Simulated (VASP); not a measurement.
# Ta (Im-3m) in VASP: notebook

The runs below take Ta through single point, with PBEsol.

All numbers are computed with VASP 6.6.1; they aren't measurements. Logs are shortened: lines on timing, memory, paths and dates and some standing lists are left out, and cuts for length are marked.

## Step 1: The cell of the first run

The structure is cubic, space group Im-3m (No. 229). Conventional cell: a = 3.303 Å, b = 3.303 Å, c = 3.303 Å, α = 90.00°, β = 90.00°, γ = 90.00°. Ta (site symmetry m-3m) has 14 Ta at 2.86 to 3.30 Å within 3.8 Å.

## Step 2: Single point, PBEsol

Contents of INCAR:

```
SYSTEM = Ta
PREC     = Accurate       ! precision mode
ENCUT    = 520            ! plane-wave cutoff, eV
EDIFF    = 1E-7           ! SCF threshold, eV
ISMEAR   = 1              ! smearing method
SIGMA    = 0.3            ! smearing width, eV
LREAL    = .FALSE.        ! projectors in reciprocal space
LASPH    = .TRUE.         ! aspherical terms in the spheres
NELM     = 60             ! most SCF steps
ALGO     = Normal         ! electronic algorithm
ISIF     = 2              ! what is computed and relaxed
LWAVE    = .FALSE.        ! write WAVECAR
LCHARG   = .FALSE.        ! write CHGCAR
GGA      = PS             ! functional
NBANDS   = 12             ! bands
```

Contents of KPOINTS:

```
Automatic mesh
0
G
  10 10 10
  0 0 0
```

Contents of POSCAR:

```
Ta
1.0
   -1.6512800000      1.6512800000      1.6512800000
    1.6512800000     -1.6512800000      1.6512800000
    1.6512800000      1.6512800000     -1.6512800000
Ta
1
Direct
    0.0000000000      0.0000000000      0.0000000000
```

Potentials or basis: VASP PAW PBE potentials, release 64 (Ta_pv).

Run with:

```sh
cat potpaw_PBE.64/Ta_pv/POTCAR > POTCAR
mpirun -np 1 vasp_std > vasp.out
```

OUTCAR:

```text
SYSTEM = Ta
   PREC = Accurate
   ENCUT = 520
   EDIFF = 1E-7
   ISMEAR = 1
   LREAL = .FALSE.
   LASPH = .TRUE.
   NELM = 60
   ISIF = 2
   GGA = PS

 ion  position               nearest neighbor table
   1  0.000  0.000  0.000-

  LATTYP: Found a body centered cubic cell.
 ALAT       =     3.3025600000

  Lattice vectors:

 A1 = (  -1.6512800000,   1.6512800000,   1.6512800000)
 A2 = (   1.6512800000,  -1.6512800000,   1.6512800000)
 A3 = (   1.6512800000,   1.6512800000,  -1.6512800000)

Analysis of symmetry for initial positions (statically):
=====================================================================
 Subroutine PRICEL returns:
 Original cell was already a primitive cell.

 Routine SETGRP: Setting up the symmetry group for a
 body centered cubic supercell.

 Subroutine GETGRP returns: Found 48 space group operations
 (whereof 48 operations were pure point group operations)
 out of a pool of 48 trial point group operations.

The static configuration has the point symmetry O_h .

Analysis of symmetry for dynamics (positions and initial velocities):
=====================================================================
 Subroutine PRICEL returns:
 Original cell was already a primitive cell.

 Routine SETGRP: Setting up the symmetry group for a
 body centered cubic supercell.

 Subroutine GETGRP returns: Found 48 space group operations
 (whereof 48 operations were pure point group operations)
 out of a pool of 48 trial point group operations.

The dynamic configuration has the point symmetry O_h .

 Subroutine INISYM returns: Found 48 space group operations
 (whereof 48 operations are pure point group operations),
 and found     1 'primitive' translations

----------------------------------------------------------------------------------------

                                     Primitive cell

  volume of cell :      18.0104

  direct lattice vectors                    reciprocal lattice vectors
    -1.651280000  1.651280000  1.651280000     0.000000000  0.302795407  0.302795407
     1.651280000 -1.651280000  1.651280000     0.302795407  0.000000000  0.302795407
     1.651280000  1.651280000 -1.651280000     0.302795407  0.302795407  0.000000000

  length of vectors
     2.860100858  2.860100858  2.860100858     0.428217371  0.428217371  0.428217371

  position of ions in fractional coordinates (direct lattice)
     0.000000000  0.000000000  0.000000000

  ion indices of the primitive-cell ions
   primitive index   ion index
                 1           1

----------------------------------------------------------------------------------------

 KPOINTS: Automatic mesh

Automatic generation of k-mesh.
 Grid dimensions read from file:
 generate k-points for:   10   10   10

 Generating k-lattice:

  Cartesian coordinates                     Fractional coordinates (reciprocal lattice)
     0.000000000  0.030279541  0.030279541     0.100000000  0.000000000  0.000000000
     0.030279541  0.000000000  0.030279541     0.000000000  0.100000000  0.000000000
     0.030279541  0.030279541  0.000000000     0.000000000  0.000000000  0.100000000

  Length of vectors
     0.042821737  0.042821737  0.042821737

  Shift w.r.t. Gamma in fractional coordinates (k-lattice)
     0.000000000  0.000000000  0.000000000

 Subroutine IBZKPT returns following result:
 ===========================================

 Found     47 irreducible k-points:

 Following reciprocal coordinates:
            Coordinates               Weight
  0.000000  0.000000  0.000000      1.000000
  0.100000  0.000000  0.000000     12.000000
  0.200000  0.000000  0.000000     12.000000
  0.300000  0.000000  0.000000     12.000000
  0.400000  0.000000  0.000000     12.000000
  0.500000  0.000000  0.000000      6.000000
[... 16 lines left out ...]
  0.300000  0.300000  0.100000      8.000000
 -0.300000  0.300000  0.100000     24.000000
 [... further k-points ...]
   k-points           NKPTS =     47   k-points in BZ     NKDIM =     47   number of bands    NBANDS=     12
   number of dos      NEDOS =    301   number of ions     NIONS =      1
   total plane-waves  NPLWV =  13824
   dimension x,y,z NGX =    24 NGY =   24 NGZ =   24
   dimension x,y,z NGXF=    48 NGYF=   48 NGZF=   48
   ions per type =               1
   NGX,Y,Z   is equivalent  to a cutoff of  13.95, 13.95, 13.95 a.u.
   NGXF,Y,Z  is equivalent  to a cutoff of  27.90, 27.90, 27.90 a.u.
 SYSTEM =  Ta
   PREC   = accura    normal or accurate (medium, high low for compatibility)
   ISTART =      0    job   : 0-new  1-cont  2-samecut
   ICHARG =      2    charge: 1-file 2-atom 10-const
   ISPIN  =      1    spin polarized calculation?
   LNONCOLLINEAR =      F non collinear calculations
   LSORBIT =      F    spin-orbit coupling
   LASPH  =      T    aspherical Exc in radial PAW
   ENCUT  =  520.0 eV  38.22 Ry    6.18 a.u.   5.32  5.32  5.32*2*pi/ulx,y,z
   NELM   =     60;   NELMIN=  2; NELMDL= -5     # of ELM steps
   EDIFF  = 0.1E-06   stopping-criterion for ELM
   LREAL  =      F    real-space projection
   EDIFFG = 0.1E-05   stopping-criterion for IOM
   NSW    =      0    number of steps for IOM
   IBRION =     -1    ionic relax: 0-MD 1-quasi-New 2-CG
   NFREE  =      0    steps in history (QN), initial steepest desc. (CG)
   ISIF   =      2    stress and relaxation
   ISYM   =      2    0-nonsym 1-usesym 2-fastsym
   POTIM  = 0.5000    time-step for ionic-motion
   TEBEG  =    0.0;   TEEND  =   0.0 temperature during run
   PSTRESS=    0.0 pullay stress
   NELECT =      11.0000    total number of electrons
   NUPDOWN=      -1.0000    fix difference up-down
   EMIN   =  10.00;   EMAX   =-10.00  energy-range for DOS
   EFERMI =   0.00;   METHOD = LEGACY
   ISMEAR =     1;   SIGMA  =   0.30  broadening in eV -4-tet -1-fermi 0-gaus
   EFERMI_NEDOS =   21; number of points for ismear=-14 and -15
   IALGO  =     38    algorithm
   IMIX   =      4    mixing-type and parameters
     AMIX     =   0.40;   BMIX     =  1.00
     AMIX_MAG =   1.60;   BMIX_MAG =  1.00
  volume/ion in A,a.u.               =      18.01       121.54
  Fermi-wavevector in a.u.,A,eV,Ry     =   1.388988  2.624806 26.249534  1.929286
  Thomas-Fermi vector in A             =   2.513061
   LORBIT       =      0    0 simple, 1 ext, 2 COOP (PROOUT), +10 PAW based schemes
   GGA     = PS    functional components
   LHFCALC =     F    Hartree Fock is set to
   AEXX    =    0.0000 exact exchange contribution
   IVDW    =     0    specifies the selected vdW correction
   LEPSILON=     F    determine dielectric tensor
   LRPA    =     F    only Hartree local field effects (RPA)
 non-spin polarized calculation
 Methfessel and Paxton  Order N= 1 SIGMA  =   0.30
  energy-cutoff  :      520.00
  volume of cell :       18.01
 maximum number of plane-waves:       498
 NGX is ok and might be reduce to    24
   NGX = 11   NGY = 11   NGZ = 11

 number of electron      11.0000002 magnetization

 Free energy of the ion-electron system (eV)
  ---------------------------------------------------
  ext. energy  EPLUGINS =         0.00000000
  ---------------------------------------------------
  free energy    TOTEN  =       -12.54108827 eV

  energy without entropy =      -12.54396462  energy(sigma->0) =      -12.54204705

 E-fermi :   5.3044     XC(G=0): -12.7329

 val. band max:        5.2912239828   @ k =  -0.4000   0.4000   0.1000
 cond. band min:       5.3763425079   @ k =   0.4000   0.2000   0.0000
 fundamental gap:      0.0851185251
 Fermi energy:         5.3044441147

 k-point     1 :       0.0000    0.0000    0.0000
  band No.  band energies     occupation
      1     -27.7315      2.00000
      2     -27.7315      2.00000
      3     -27.7315      2.00000
      4      -2.6065      2.00000
      5       6.0262     -0.00349
      6       6.0262     -0.00349
      7       6.0262     -0.00349
      8       9.2999     -0.00000
      9       9.2999     -0.00000
     10      19.9460      0.00000
     11      20.3667      0.00000
     12      20.3667      0.00000

 k-point     2 :       0.1000    0.0000    0.0000
  band No.  band energies     occupation
      1     -27.8535      2.00000
      2     -27.7691      2.00000
      3     -27.7322      2.00000
      4      -2.1655      2.00000
      5       5.7473     -0.05739
      6       5.9263     -0.01255
      7       6.4629     -0.00000
      8       8.9018     -0.00000
      9       9.3050     -0.00000
     10      19.9453      0.00000
     11      20.7382      0.00000
     12      21.1383      0.00000

 k-point     3 :       0.2000    0.0000    0.0000
  band No.  band energies     occupation
      1     -28.1625      2.00000
      2     -27.8664      2.00000
      3     -27.7339      2.00000
      4      -1.0032      2.00000
      5       5.0986      1.90989
      6       5.4684      0.21093
      7       7.7290     -0.00000
      8       8.6040     -0.00000
      9       9.3854     -0.00000
     10      19.9425      0.00000
     11      21.0442      0.00000
     12      22.8032      0.00000
[... 286 lines left out ...]
 k-point    23 :       0.3000    0.3000    0.1000
  band No.  band energies     occupation
      1     -28.4849      2.00000
      2     -28.4849      2.00000
      3     -27.9871      2.00000
      4       3.0386      2.00000
      5       4.3971      2.00016
      6       4.3971      2.00016
      7      10.1476     -0.00000
      8      10.1476     -0.00000
      9      13.2404      0.00000
     10      17.4224      0.00000
     11      17.4224      0.00000
     12      19.9547      0.00000

 k-point    24 :      -0.3000    0.3000    0.1000
  band No.  band energies     occupation
      1     -28.5091      2.00000
      2     -28.0260      2.00000
      3     -27.8256      2.00000
      4       0.6912      2.00000
      5       4.8289      2.04752
      6       4.9341      2.07089
      7       7.8670     -0.00000
      8       9.5194     -0.00000
      9      10.2605     -0.00000
     10      19.3357      0.00000
     11      19.9660      0.00000
     12      22.0269      0.00000

 [... further k-points ...]
[... 5 lines left out ...]
  --------------------------------------------------------------------------------------
  -------------------------------------------------------------------------------------
  Total       -0.2668311     -0.2668311     -0.2668311      0.0000000      0.0000000     -0.0000000
  in kB      -23.7369434    -23.7369434    -23.7369434      0.0000000      0.0000000     -0.0000000
  external PRESSURE =     -23.7369434 kB  Pullay stress =       0.0000000 kB

 VOLUME and BASIS-vectors are now :
 -----------------------------------------------------------------------------
  energy-cutoff  :      520.00
  volume of cell :       18.01
      direct lattice vectors                 reciprocal lattice vectors
    -1.651280000  1.651280000  1.651280000     0.000000000  0.302795407  0.302795407
     1.651280000 -1.651280000  1.651280000     0.302795407  0.000000000  0.302795407
     1.651280000  1.651280000 -1.651280000     0.302795407  0.302795407  0.000000000

 POSITION                                       TOTAL-FORCE (eV/Angst)
 -----------------------------------------------------------------------------------
      0.00000      0.00000      0.00000         0.000000     -0.000000     -0.000000
 -----------------------------------------------------------------------------------
    total drift:                                0.000000      0.000000     -0.000000

  FREE ENERGIE OF THE ION-ELECTRON SYSTEM (eV)
  ---------------------------------------------------
  free  energy   TOTEN  =       -12.5410882684 eV

  energy  without entropy=      -12.5439646181  energy(sigma->0) =      -12.54204705
```

It took 6.9 s on 1 thread of Intel Xeon Platinum 8124M at 3.00GHz (Skylake/Cascade Lake), shared host; peak memory 0.14 GiB.

Results:

```
Free energy : -12.5411 eV
Pressure    : -2.4 GPa
```

Levels at points of the mesh, in eV from the Fermi level:
```tsv
k point	band 2	band 3	band 4	band 5	band 6	band 7	band 8	band 9
(0.00, 0.00, 0.00)	-33.04	-33.04	-7.91	0.72	0.72	0.72	4.00	4.00
(0.50, 0.00, 0.00)	-33.42	-33.04	-4.38	-1.55	1.63	3.87	4.90	7.80
(0.50, 0.50, 0.50)	-33.86	-33.86	-3.80	-3.80	6.84	6.84	6.84	8.68
```

Caveat: the PAW data sets were made with another functional, which shifts forces and pressure a little; spin-orbit coupling is left out, which moves the levels of the heavy elements.

## Step 3: Single point, PBEsol

This run uses another cell than the first one, of 18.73 Å³/atom, 1.040 times its volume.

Contents of INCAR:

```
ALGO = Normal
EDIFF = 1E-6
ENCUT = 520
GGA = PS
ISIF = 2
ISMEAR = 1
LASPH = T
LCHARG = T
LELF = T
LREAL = F
LVHAR = T
LWAVE = F
NBANDS = 12
NELM = 60
PREC = Accurate
SIGMA = 0.3
```

Contents of KPOINTS:

```
k-points
0
Gamma
  10 10 10
```

Contents of POSCAR:

```
Ta
1.0
   -1.6730098603      1.6730098603      1.6730098603
    1.6730098603     -1.6730098603      1.6730098603
    1.6730098603      1.6730098603     -1.6730098603
Ta
1
Direct
    0.0000000000      0.0000000000      0.0000000000
```

Potentials or basis: VASP PAW PBE potentials, release 64 (Ta_pv).

Run with:

```sh
cat potpaw_PBE.64/Ta_pv/POTCAR > POTCAR
mpirun -np 1 vasp_std > vasp.out
```

Wall time 7.2 s (1 thread of Intel Xeon Platinum 8124M at 3.00GHz (Skylake/Cascade Lake), shared host); peak memory 0.14 GiB.

Results (log left out):

- Free energy: -12.5132 eV
- Pressure: -9.9 GPa

Levels at points of the mesh, in eV from the Fermi level:
```tsv
k point	band 2	band 3	band 4	band 5	band 6	band 7	band 8	band 9
(0.00, 0.00, 0.00)	-33.19	-33.19	-7.76	0.72	0.72	0.72	3.85	3.85
(0.50, 0.00, 0.00)	-33.53	-33.20	-4.21	-1.44	1.46	3.71	4.69	7.42
(0.50, 0.50, 0.50)	-33.92	-33.92	-3.57	-3.57	6.52	6.52	6.52	8.33
```

Caveat: the PAW data sets were made with another functional, which shifts forces and pressure a little; spin-orbit coupling is left out, which moves the levels of the heavy elements.

(Part 1 of 2 ends here.)
